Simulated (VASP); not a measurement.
# Be5Te2 (P3m1) in VASP: vibrations by perturbation theory with PBE

Aim: the vibrations by perturbation theory of Be5Te2 with PBE.

Everything below comes from runs of VASP 6.6.1. Logs are shortened: lines on timing, memory, paths and dates and some standing lists are left out, and cuts for length are marked.

## 1. The cell of the first run

It takes space group P3m1 (No. 156, trigonal). The conventional cell has a = 3.832 Å, b = 3.832 Å, c = 9.151 Å, α = 90.00°, β = 90.00°, γ = 120.00°. Within 2.9 Å of Be (site symmetry 3m) lie 7 Be at 2.19 to 2.26 Å. Be (site symmetry 3m) has 4 Be at 2.19 to 2.82 Å and 3 Te at 2.44 Å within 2.9 Å. Be (site symmetry 3m) has 9 Be at 2.25 to 2.82 Å and 1 Te at 2.77 Å within 3.0 Å. Be (site symmetry 3m) has 6 Be at 2.21 to 2.25 Å and 1 Te at 2.60 Å within 2.9 Å. Within 3.1 Å of Be (site symmetry 3m) lie 4 Te at 2.38 to 2.48 Å. Te (site symmetry 3m) has 4 Be at 2.38 to 2.60 Å within 3.1 Å. Te (site symmetry 3m) has 5 Be at 2.44 to 2.77 Å within 3.2 Å.

## 2. Vibrations by perturbation theory, PBE

File INCAR:

```
SYSTEM = Be5Te2
PREC = Accurate
ENCUT = 520
EDIFF = 1E-8
ISMEAR = 0
SIGMA = 0.1
LREAL = .FALSE.
LASPH = .TRUE.
NELM = 80
ALGO = Fast
ISIF = 2
LWAVE = .FALSE.
LCHARG = .FALSE.
GGA = PE
IBRION = 8
NSW = 1
KPAR = 4
```

File KPOINTS:

```
regular mesh
0
G
  12 12 4
  0 0 0
```

File POSCAR:

```
Be5Te2
1.0
    3.8319686369      0.0000000000      0.0000000000
   -1.9159843185      3.3185821861      0.0000000000
    0.0000000000      0.0000000000      9.1513460753
Be Te
5 2
Direct
    0.0000000000      0.0000000000      0.0004339338
    0.0000000000      0.0000000000      0.7611978662
    0.6666666667      0.3333333333      0.9515836461
    0.3333333333      0.6666666667      0.9974190444
    0.6666666667      0.3333333333      0.3781532508
    0.3333333333      0.6666666667      0.2819412518
    0.6666666667      0.3333333333      0.6492710068
```

Potentials or basis: VASP PAW PBE potentials, release 64 (Be, Te).

The run is started by

```console
cat potpaw_PBE.64/Be/POTCAR potpaw_PBE.64/Te/POTCAR > POTCAR
mpirun -np 4 vasp_std > vasp.out
```

OUTCAR:

```text
SYSTEM = Be5Te2
   PREC = Accurate
   ENCUT = 520
   EDIFF = 1E-8
   ISMEAR = 0
   LREAL = .FALSE.
   LASPH = .TRUE.
   NELM = 80
   ISIF = 2
   GGA = PE
   IBRION = 8
   NSW = 1

 ion  position               nearest neighbor table
   1  0.000  0.000  0.000-   2 2.19   4 2.21   4 2.21   4 2.21   3 2.26   3 2.26   3 2.26
   2  0.000  0.000  0.761-   1 2.19   7 2.44   7 2.44   7 2.44
   3  0.667  0.333  0.952-   4 2.25   4 2.25   4 2.25   1 2.26   1 2.26   1 2.26   7 2.77
   4  0.333  0.667  0.997-   1 2.21   1 2.21   1 2.21   3 2.25   3 2.25   3 2.25   6 2.60
   5  0.667  0.333  0.378-   6 2.38   6 2.38   6 2.38   7 2.48
   6  0.333  0.667  0.282-   5 2.38   5 2.38   5 2.38   4 2.60
   7  0.667  0.333  0.649-   2 2.44   2 2.44   2 2.44   5 2.48   3 2.77

  LATTYP: Found a hexagonal cell.
 ALAT       =     3.8319686369
 C/A-ratio  =     2.3881578746

  Lattice vectors:

 A1 = (   3.8319686369,   0.0000000000,   0.0000000000)
 A2 = (  -1.9159843185,   3.3185821861,   0.0000000000)
 A3 = (   0.0000000000,   0.0000000000,   9.1513460753)

Analysis of symmetry for initial positions (statically):
=====================================================================
 Subroutine PRICEL returns:
 Original cell was already a primitive cell.

 Routine SETGRP: Setting up the symmetry group for a
 hexagonal supercell.

 Subroutine GETGRP returns: Found  6 space group operations
 (whereof  6 operations were pure point group operations)
 out of a pool of 24 trial point group operations.

The static configuration has the point symmetry C_3v.

Analysis of symmetry for dynamics (positions and initial velocities):
=====================================================================
 Subroutine PRICEL returns:
 Original cell was already a primitive cell.

 Routine SETGRP: Setting up the symmetry group for a
 hexagonal supercell.

 Subroutine GETGRP returns: Found  6 space group operations
 (whereof  6 operations were pure point group operations)
 out of a pool of 24 trial point group operations.

The dynamic configuration has the point symmetry C_3v.

 Subroutine INISYM returns: Found  6 space group operations
 (whereof  6 operations are pure point group operations),
 and found     1 'primitive' translations

----------------------------------------------------------------------------------------

[... 600 lines left out ...]
  Total        0.1071462      0.1071462      0.0740690     -0.0000000     -0.0000000      0.0000000
  in kB        1.4751214      1.4751214      1.0197354     -0.0000000     -0.0000000      0.0000000
  external PRESSURE =       1.3233261 kB  Pullay stress =       0.0000000 kB

 VOLUME and BASIS-vectors are now :
 -----------------------------------------------------------------------------
  energy-cutoff  :      520.00
  volume of cell :      116.37
      direct lattice vectors                 reciprocal lattice vectors
     3.831968637  0.000000000  0.000000000     0.260962470  0.150666752  0.000000000
    -1.915984319  3.318582186  0.000000000     0.000000000  0.301333504  0.000000000
     0.000000000  0.000000000  9.151346075     0.000000000  0.000000000  0.109273542

 POSITION                                       TOTAL-FORCE (eV/Angst)
 -----------------------------------------------------------------------------------
      0.00000      0.00000      0.00397         0.000000     -0.000000      0.002416
      0.00000      0.00000      6.96599         0.000000     -0.000000      0.018970
      1.91598      1.10619      8.70827         0.000000     -0.000000      0.000575
     -0.00000      2.21239      9.12773         0.000000     -0.000000     -0.002074
      1.91598      1.10619      3.46061         0.000000      0.000000      0.011290
     -0.00000      2.21239      2.58014         0.000000     -0.000000     -0.015552
      1.91598      1.10619      5.94170        -0.000000      0.000000     -0.015625
 -----------------------------------------------------------------------------------
    total drift:                               -0.000000      0.000000     -0.000217

  FREE ENERGIE OF THE ION-ELECTRON SYSTEM (eV)
  ---------------------------------------------------
  free  energy   TOTEN  =       -23.9922043717 eV

  energy  without entropy=      -23.9833507743  energy(sigma->0) =      -23.98777757

[... ionic steps 2 to 21 ...]

--------------------------------------- Ionic step       22  -------------------------------------------

------------------------ aborting loop because EDIFF is reached ----------------------------------------

[... ionic steps 23 to 23 ...]

--------------------------------------- Ionic step       24  -------------------------------------------

 Free energy of the ion-electron system (eV)
  ---------------------------------------------------
  ---------------------------------------------------
  free energy    TOTEN  =        -0.06886962 eV

  energy without entropy =       -0.06886964

------------------------ aborting loop because EDIFF is reached ----------------------------------------

 INTERNAL STRAIN TENSOR  FOR ION    7  DIRECTION 3   (eV/Angst):
 -----------------------------------------------------------------------------
     2.41117 -0.00000  0.00000
    -0.00000  2.41117  0.00000
     0.00000 -0.00000  4.36838

 INTERNAL STRAIN TENSOR FOR ION    7 for displacements in x,y,z  (eV/Angst):
          X           Y           Z          XY          YZ          ZX
  --------------------------------------------------------------------------------
  x     0.00000    -0.00000     0.00000    -3.52157    -0.00000     2.88171
  y    -3.52157     3.52157     0.00000    -0.00000     2.41197    -0.00000
  z     2.41117     2.41117     4.36838    -0.00000     0.00000    -0.00000

 SECOND DERIVATIVES (NOT SYMMETRIZED)
 ------------------------------------
               1X          1Y          1Z          2X          2Y          2Z          3X          3Y          3Z          4X          4Y          4Z          5X          5Y          5Z          6X          6Y          6Z          7X          7Y          7Z
  1X    -5.836616    0.000000    0.000000   -0.372710    0.000000   -0.000000    2.902893   -0.000000    0.000000    3.575861   -0.000000   -0.000000    0.100925   -0.000000    0.000000   -0.299141    0.000000    0.000000   -0.071212    0.000000   -0.000000
  1Y     0.000000   -5.836616    0.000000    0.000000   -0.372710    0.000000   -0.000000    2.902893    0.000000   -0.000000    3.575861    0.000000   -0.000000    0.100925   -0.000000    0.000000   -0.299141    0.000000    0.000000   -0.071212    0.000000
  1Z     0.000000    0.000000   -6.325569    0.000000    0.000000    3.385283    0.000000    0.000000    1.321106   -0.000000   -0.000000    0.413477    0.000000    0.000000    0.290547    0.000000    0.000000    0.186534    0.000000    0.000000    0.728621
  2X    -0.377605    0.000000   -0.000000   -4.665570    0.000000    0.000000   -0.052060    0.000000    0.000000   -0.036949    0.000000   -0.000000    0.110253   -0.000000   -0.000000   -0.394555    0.000000   -0.000000    5.416488   -0.000000    0.000000
  2Y     0.000000   -0.377605   -0.000000    0.000000   -4.665570    0.000000    0.000000   -0.052060   -0.000000    0.000000   -0.036949    0.000000   -0.000000    0.110253    0.000000    0.000000   -0.394555    0.000000   -0.000000    5.416488    0.000000
  2Z     0.000000    0.000000    3.384814    0.000000   -0.000000   -4.991323    0.000000   -0.000000   -1.267440   -0.000000   -0.000000   -0.374232    0.000000    0.000000    0.541593    0.000000    0.000000   -0.147019   -0.000000    0.000000    2.853607
  3X     2.883990   -0.000000    0.000000   -0.062753    0.000000    0.000000   -5.486463    0.000000    0.000000    2.935897   -0.000000   -0.000000    0.102393   -0.000000    0.000000    0.119899   -0.000000    0.000000   -0.492962    0.000000   -0.000000
  3Y    -0.000000    2.883990    0.000000    0.000000   -0.062753    0.000000    0.000000   -5.486463    0.000000   -0.000000    2.935897    0.000000   -0.000000    0.102393   -0.000000   -0.000000    0.119899    0.000000    0.000000   -0.492962    0.000000
  3Z     0.000000    0.000000    1.321682    0.000000   -0.000000   -1.267476    0.000000    0.000000   -2.757952    0.000000   -0.000000    0.632919    0.000000   -0.000000    0.485847   -0.000000    0.000000    0.377587    0.000000    0.000000    1.207393
  4X     3.592745   -0.000000    0.000000   -0.032034    0.000000    0.000000    2.914968   -0.000000   -0.000000   -6.662453    0.000000    0.000000   -0.085042    0.000000    0.000000    0.274162   -0.000000    0.000000   -0.002346    0.000000    0.000000
  4Y    -0.000000    3.592745    0.000000    0.000000   -0.032034    0.000000   -0.000000    2.914968    0.000000    0.000000   -6.662453    0.000000    0.000000   -0.085042    0.000000   -0.000000    0.274162    0.000000    0.000000   -0.002346    0.000000
  4Z     0.000000   -0.000000    0.413073   -0.000000   -0.000000   -0.373899   -0.000000   -0.000000    0.631083   -0.000000   -0.000000   -3.105909   -0.000000    0.000000    0.248032    0.000000   -0.000000    1.365094   -0.000000    0.000000    0.822525
  5X     0.095868   -0.000000   -0.000000    0.109425   -0.000000    0.000000    0.107735   -0.000000    0.000000   -0.085093    0.000000   -0.000000   -7.551381    0.000000   -0.000000    7.145487   -0.000000    0.000000    0.177958   -0.000000    0.000000
  5Y    -0.000000    0.095868    0.000000   -0.000000    0.109425    0.000000   -0.000000    0.107735    0.000000    0.000000   -0.085093    0.000000    0.000000   -7.551381    0.000000   -0.000000    7.145487    0.000000   -0.000000    0.177958    0.000000
  5Z    -0.000000    0.000000    0.290400   -0.000000    0.000000    0.542551   -0.000000   -0.000000    0.484854   -0.000000    0.000000    0.246908    0.000000    0.000000   -6.475733    0.000000    0.000000    2.591955    0.000000    0.000000    2.319064
  6X    -0.293204    0.000000    0.000000   -0.392604    0.000000    0.000000    0.112062   -0.000000    0.000000    0.275998   -0.000000    0.000000    7.144509   -0.000000   -0.000000   -7.035409    0.000000    0.000000    0.188647   -0.000000    0.000000
  6Y     0.000000   -0.293204   -0.000000    0.000000   -0.392604    0.000000   -0.000000    0.112062    0.000000   -0.000000    0.275998   -0.000000   -0.000000    7.144509    0.000000    0.000000   -7.035409    0.000000   -0.000000    0.188647    0.000000
  6Z     0.000000    0.000000    0.187451   -0.000000    0.000000   -0.147440    0.000000   -0.000000    0.380111    0.000000    0.000000    1.364342    0.000000   -0.000000    2.592355   -0.000000    0.000000   -5.840340    0.000000    0.000000    1.463520
  7X    -0.066076    0.000000    0.000000    5.416443   -0.000000    0.000000   -0.498266    0.000000    0.000000   -0.002110    0.000000   -0.000000    0.178719   -0.000000   -0.000000    0.188621   -0.000000   -0.000000   -5.217332    0.000000    0.000000
  7Y     0.000000   -0.066076    0.000000   -0.000000    5.416443    0.000000    0.000000   -0.498266    0.000000    0.000000   -0.002110    0.000000   -0.000000    0.178719    0.000000   -0.000000    0.188621    0.000000    0.000000   -5.217332    0.000000
  7Z     0.000000    0.000000    0.728340   -0.000000    0.000000    2.851965    0.000000    0.000000    1.207619    0.000000    0.000000    0.822526    0.000000    0.000000    2.316869    0.000000    0.000000    1.463101    0.000000    0.000000   -9.390420

 Eigenvectors and eigenvalues of the dynamical matrix
 ----------------------------------------------------

   1 f  =   16.395293 THz   103.014661 2PiTHz  546.888091 cm-1    67.805451 meV
             X         Y         Z           dx          dy          dz
      0.000000  0.000000  0.003971    -0.264611    0.545168    0.000000
      0.000000  0.000000  6.965985    -0.018657    0.038438    0.000000
      1.915984  1.106194  8.708271    -0.053111    0.109423    0.000000
     -0.000000  2.212388  9.127727     0.340604   -0.701734    0.000000
      1.915984  1.106194  3.460611     0.036318   -0.074825    0.000000
     -0.000000  2.212388  2.580142    -0.012216    0.025169    0.000000
      1.915984  1.106194  5.941704     0.001433   -0.002952    0.000000
[... 191 lines left out ...]
  21 f/i=    3.223988 THz    20.256916 2PiTHz  107.540676 cm-1    13.333338 meV
             X         Y         Z           dx          dy          dz
      0.000000  0.000000  0.003971    -0.231253    0.476449    0.000000
      0.000000  0.000000  6.965985     0.075259   -0.155055    0.000000
      1.915984  1.106194  8.708271    -0.224664    0.462874    0.000000
     -0.000000  2.212388  9.127727    -0.211506    0.435764    0.000000
      1.915984  1.106194  3.460611    -0.008280    0.017059    0.000000
     -0.000000  2.212388  2.580142    -0.028711    0.059153    0.000000
      1.915984  1.106194  5.941704     0.188205   -0.387759    0.000000

--------------------------------------------------------------------------------------------------------

 ELASTIC MODULI CONTR FROM IONIC RELAXATION (kBar)
 Direction    XX          YY          ZZ          XY          YZ          ZX
 --------------------------------------------------------------------------------
 XX        -278.1459    -68.9953   -119.1910      0.0000    162.4622     -0.0000
 YY         -68.9953   -278.1459   -119.1910      0.0000   -162.4622      0.0000
 ZZ        -119.1910   -119.1910   -273.4684      0.0000      0.0000      0.0000
 XY           0.0000      0.0000      0.0000   -104.5753      0.0000    169.3071
 YZ         162.4622   -162.4622      0.0000      0.0000   -551.2462      0.0000
 ZX          -0.0000      0.0000      0.0000    169.3071      0.0000   -604.6942
 --------------------------------------------------------------------------------
```

It took 18 min on 4 MPI ranks of Intel Xeon Platinum 8488C (Sapphire Rapids), shared host; peak memory 1.1 GiB.

Results:

```yaml
Highest_phonon_frequency_at_Γ_LO-TO_splitting_left_out: 547 cm⁻¹
Most_unstable_mode: 108i cm⁻¹
```

Phonon frequencies in cm⁻¹ (negative: imaginary):
```
              q point                                                                    frequencies
(0.000, 0.000, 0.000)  -108 -108 0 0 0 32 32 120 235 275 327 392 392 450 492 492 503 503 540 547 547
```

Caveat: some modes are imaginary; spin-orbit coupling is left out, which moves the levels of the heavy elements.
